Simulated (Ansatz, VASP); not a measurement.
# One calculation of BaTe, two programs

File INCAR:

```
PREC     = Accurate       # precision mode
ENCUT    = 520            # plane-wave cutoff, eV
EDIFF    = 1E-8           # SCF threshold, eV
ISMEAR   = -1             # smearing method
SIGMA    = 0.05           # smearing width, eV
LREAL    = False          # projectors in reciprocal space
LASPH    = True           # aspherical terms in the spheres
NELM     = 60             # most SCF steps
ALGO     = Normal         # electronic algorithm
ISIF     = 2              # what is computed and relaxed
LWAVE    = False          # write WAVECAR
LCHARG   = False          # write CHGCAR
GGA      = PS             # functional
LEFG     = True         
NBANDS   = 15             # bands
```

KPOINTS

```
regular mesh
0
Gamma
  10 10 10
```

Contents of POSCAR:

```
BaTe
1.0
   -0.0682000000      3.3759000000      3.3759000000
    3.3759000000     -0.0682000000      3.3759000000
    3.3759000000      3.3759000000     -0.0682000000
Ba Te
1 1
Direct
    0.0000000000      0.0000000000      0.0000000000
    0.5000000000      0.5000000000      0.5000000000
```

Input for Ansatz:

```yaml
crystal:
  lattice:
    - [-0.0682, 3.3759, 3.3759]
    - [3.3759, -0.0682, 3.3759]
    - [3.3759, 3.3759, -0.0682]
  atoms:
    - { symbol: Ba, position: [0.0, 0.0, 0.0] }
    - { symbol: Te, position: [0.5, 0.5, 0.5] }
kpoints:
  mp_grid: { grid: [10, 10, 10] }
scf:
  occupations: { method: fermi_dirac, width: 0.05 }
hamiltonian:
  xc: pbesol
  pseudopotentials: { kind: all_electron, datasets: crystal }
output:
  forces: true
  stress: true
  eigenvalues: true
  efg: { contact_densities: true }
```

Change from the starting cell: equal xy, yz and zx shear strains of -2 %, crystal datasets.

Alike in both runs: task electric field gradients; functional PBEsol; k mesh 10 × 10 × 10; occupations fermi-dirac, width 0.05 eV; no spin polarisation.

```csv
,VASP,Ansatz
version,VASP 6.6.1,Ansatz 0.2.0
potentials or method,"VASP PAW PBE potentials, release 64 (Ba_sv, Te), cutoff 520 eV","all-electron PAW with datasets made for the crystal, scalar-relativistic"
```

```csv
,VASP,Ansatz,Ansatz less VASP
pressure (GPa),2.4,1.9,-0.46
"traceless stress, the component that is largest in VASP (GPa)",0.19,0.19,+0.001
size of Vzz on the site where it differs most (V/Å²),8.2,8.5,+0.30
```

VASP's potentials were made for PBE, not for PBEsol. Ansatz ran all-electron here, and VASP with PAW potentials.

Spin-orbit coupling is off throughout.
